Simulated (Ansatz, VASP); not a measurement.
**WS2: VASP beside Ansatz**

```
CELL_PARAMETERS angstrom
1.54677 0.89303 6.03752
-1.54677 0.89303 6.03752
0.00000 -1.78605 6.03752
ATOMIC_POSITIONS crystal
W 0.00000 0.00000 0.00000
S 0.58100 0.58100 0.58100
S 0.75030 0.75030 0.75030
```

Alike in both runs: task single point; functional r2SCAN; k mesh 10 × 10 × 10; occupations fermi-dirac, width 0.05 eV; no spin polarisation.

```csv
,VASP,Ansatz
version,VASP 6.6.1,Ansatz 0.2.0
potentials or method,"VASP PAW PBE potentials, release 64 (W_sv, S)",Ansatz PAW
plane-wave cutoff (eV),520,500
valence electrons in the cell,26,26
```

Ansatz gave:

| Property | Result |
| --- | --- |
| gap on the k mesh at the Fermi level (eV) | 1.10 |
| least direct gap on the mesh (eV) | 2.53 |
| pressure (GPa) | 15.1 |
| traceless stress, the component that is largest in VASP (GPa) | -0.16 |
| rms of the force components (eV/Å) | 0.618 |

Q: Which values does VASP return?

A: gap on the k mesh at the Fermi level (eV): 1.12; least direct gap on the mesh (eV): 2.54; pressure (GPa): 15.4; traceless stress, the component that is largest in VASP (GPa): -0.24; rms of the force components (eV/Å): 0.629.

VASP's potentials were made for PBE, not for r2SCAN. Atom by atom the forces differ by 0.013 eV/Å (rms over components).

Neither program's run includes spin-orbit coupling.
